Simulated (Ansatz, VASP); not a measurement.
# SnO2: VASP beside Ansatz

```
CELL_PARAMETERS angstrom
4.75851 0.00000 0.00000
0.00000 4.75859 0.00000
0.00000 0.00000 3.20006
ATOMIC_POSITIONS crystal
Sn 0.50000 0.50000 0.50000
Sn 0.00000 0.00000 0.00000
O 0.30642 0.30646 0.00000
O 0.80642 0.19354 0.50000
O 0.19358 0.80646 0.50000
O 0.69358 0.69354 0.00000
```

Change from the starting cell: strained cell.

Alike in both runs: functional LDA; k mesh 6 × 6 × 8; occupations gaussian, width 0.02 eV; no spin polarisation.

Ansatz relaxed the structure, and its values are those at the end. VASP's run is a single point on that final structure, the one shown.

|  | VASP | Ansatz |
| --- | --- | --- |
| version | VASP 6.6.1 | Ansatz 0.2.0 |
| potentials or method | VASP PAW LDA potentials, release 64 (Sn_d, O), cutoff 520 eV | scalar-relativistic, plane waves, PAW |
| valence electrons in the cell | 52 | 52 |

```tsv
	VASP	Ansatz	Ansatz less VASP
gap on the k mesh at the Fermi level (eV)	1.00	0.98	-0.028
least direct gap on the mesh (eV)	1.00	0.98	-0.028
pressure (GPa)	-2.5	-3.8	-1.30
rms of the force components (eV/Å)	0.014	0.000	-0.0140
```

Ansatz warns that its potentials were made for another functional, while VASP's fit it. LDA's correlation is that of Perdew and Zunger in VASP and of Perdew and Wang (1992) in Ansatz. Ansatz's warnings: stress scf threshold loose.
